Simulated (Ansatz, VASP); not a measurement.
# Two plane-wave programs on Zn5O

The input INCAR:

```
PREC = Accurate ; ENCUT = 520
EDIFF = 1E-7 ; ISMEAR = 0
SIGMA = 0.1 ; LREAL = False
LASPH = True ; NELM = 80
ALGO = Normal ; ISIF = 2
LWAVE = False ; LCHARG = True
GGA = PE ; LELF = True
LVHAR = True ; NBANDS = 42
```

File KPOINTS:

```
Automatic mesh
0
Gamma
  4 4 4
```

Contents of POSCAR:

```
Zn5O
1.0
    0.0000000000      3.4593232500      3.4593232500
    3.4593232500      0.0000000000      3.4593232500
    3.4593232500      3.4593232500      0.0000000000
Zn O
5 1
Direct
    0.3750000000      0.3750000000      0.8750000000
    0.3750000000      0.8750000000      0.3750000000
    0.8750000000      0.3750000000      0.3750000000
    0.3750000000      0.3750000000      0.3750000000
    0.7500000000      0.7500000000      0.7500000000
    0.0000000000      0.0000000000      0.0000000000
```

Input for Ansatz:

```yaml
crystal:
  lattice:
    - [0.0, 3.45932325, 3.45932325]
    - [3.45932325, 0.0, 3.45932325]
    - [3.45932325, 3.45932325, 0.0]
  atoms:
    - { symbol: Zn, position: [0.375, 0.375, 0.875] }
    - { symbol: Zn, position: [0.375, 0.875, 0.375] }
    - { symbol: Zn, position: [0.875, 0.375, 0.375] }
    - { symbol: Zn, position: [0.375, 0.375, 0.375] }
    - { symbol: Zn, position: [0.75, 0.75, 0.75] }
    - { symbol: O, position: [0.0, 0.0, 0.0] }
basis:
  ecutwfc: 420
kpoints:
  mp_grid: { grid: [4, 4, 4] }
hamiltonian:
  xc: pbe
scf:
  occupations: { method: gaussian, width: 0.1 }
  lower_state_search: "off"
output:
  forces: true
  stress: true
  eigenvalues: true
```

Change from the starting cell: species swapped into the Be5Au type (F-43m, No. 216).

Alike in both runs: task single point; functional PBE; k mesh 4 × 4 × 4; occupations gaussian, width 0.1 eV; no spin polarisation.

|  | VASP | Ansatz |
| --- | --- | --- |
| version | VASP 6.6.1 | Ansatz 0.2.0 |
| potentials or method | VASP PAW PBE potentials, release 64 (Zn, O), cutoff 520 eV | scalar-relativistic, plane waves, PAW |
| valence electrons in the cell | 66 | 66 |

|  | VASP | Ansatz | Ansatz less VASP |
| --- | --- | --- | --- |
| gap on the k mesh at the Fermi level (eV) | none | none | - |
| pressure (GPa) | 7.2 | 6.8 | -0.40 |

A gap of «none» marks a metal or a gap that the smearing closes.

The k mesh is coarse, so the values compare programs but aren't converged.
